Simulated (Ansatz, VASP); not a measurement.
# One calculation of BaTiO3, two programs

```xyz
5
Lattice="3.9699 0.0000 0.0000 0.0000 3.9699 0.0000 0.0000 0.0000 3.9699" Properties=species:S:1:pos:R:3 pbc="T T T"
Ba    0.0000    0.0000    0.0000
Ti    1.9849    1.9849    1.9849
O     1.9849    1.9849    0.0000
O     1.9849    0.0000    1.9849
O     0.0000    1.9849    1.9849
```

Alike in both runs: functional PBEsol; k mesh 14 × 14 × 14; occupations gaussian, width 0.02 eV; no spin polarisation.

Ansatz relaxed the structure, and its values are those at the end. VASP's run is a single point on that final structure, the one shown.

|  | VASP | Ansatz |
| --- | --- | --- |
| version | VASP 6.6.1 | Ansatz 0.2.0 |
| potentials or method | VASP PAW PBE potentials, release 64 (Ba_sv, Ti_sv, O) | scalar-relativistic, plane waves, PAW |
| plane-wave cutoff (eV) | 520 | 420 |
| valence electrons in the cell | 40 | 40 |

|  | VASP | Ansatz | Ansatz less VASP |
| --- | --- | --- | --- |
| gap on the k mesh at the Fermi level (eV) | 1.75 | 1.82 | +0.071 |
| least direct gap on the mesh (eV) | 1.87 | 1.89 | +0.029 |
| pressure (GPa) | 2.0 | 0.0 | -2.01 |

VASP's potentials were made for PBE, not for PBEsol. The functional is the same, so the differences come from potentials, cutoffs and numerics.

Neither program's run includes spin-orbit coupling.
